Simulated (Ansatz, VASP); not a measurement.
One calculation of V, two programs

```xyz
1
Lattice="2.5997 0.0000 0.0000 -1.2999 2.2514 0.0000 0.0000 0.0000 2.4260" Properties=species:S:1:pos:R:3 pbc="T T T"
V     0.0000    0.0000    0.0000
```

Alike in both runs: functional PBE; k mesh 17 × 17 × 15; occupations fermi-dirac, width 0.05 eV; no spin polarisation.

Ansatz relaxed the structure, and its values are those at the end. VASP's run is a single point on that final structure, the one shown.

|  | VASP | Ansatz |
| --- | --- | --- |
| version | VASP 6.6.1 | Ansatz 0.2.0 |
| potentials or method | VASP PAW PBE potentials, release 64 (V_sv) | PAW with Ansatz's default frozen-core files, scalar-relativistic |
| plane-wave cutoff (eV) | 500 | 420 |
| valence electrons in the cell | 13 | 13 |

```tsv
	VASP	Ansatz	Ansatz less VASP
pressure (GPa)	0.1	0.0	-0.11
```

The functional is the same, so the differences come from potentials, cutoffs and numerics.
